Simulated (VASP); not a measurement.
**Ru: single point with PBE**

Crystal: Ru.

```
Ru
1.0
     2.66348    0.00000    0.00000
    -1.33174    2.30664    0.00000
     0.00000    0.00000    2.44815
Ru
1
Direct
  0.00000 0.00000 0.00000
```

This isn't the form of Ru at room conditions, which is hcp.

- Program: VASP 6.6.1
- Task: single point
- Functional: PBE
- Potentials or basis: VASP PAW PBE potentials, release 64 (Ru_pv)
- Cutoff: 520 eV
- k mesh: 17 × 17 × 15
- Occupations: fermi-dirac, width 0.05 eV
- Spin: no spin polarisation
- Dipole correction: no
- Further INCAR settings: ALGO = Normal; EDIFF = 1e-07; NBANDS = 13

```json
{"Pressure": "0.0 GPa", "Band gap on the k mesh": "zero (bands 7 and 8 overlap by 3.38 eV)"}
```

Stress tensor (GPa, compression positive):
```
-0.05  0.00  0.00
 0.00 -0.05  0.00
 0.00  0.00  0.21
```

Levels at points of the mesh, in eV from the Fermi level:
```tsv
k point	band 4	band 5	band 6	band 7	band 8	band 9	band 10	band 11
(0.00, 0.00, 0.00)	-7.36	-5.45	-2.28	-2.28	1.86	1.86	10.92	15.02
```

It took 42 s on 1 thread of Intel Xeon 8259CL (shared host), peak memory 0.16 GiB.
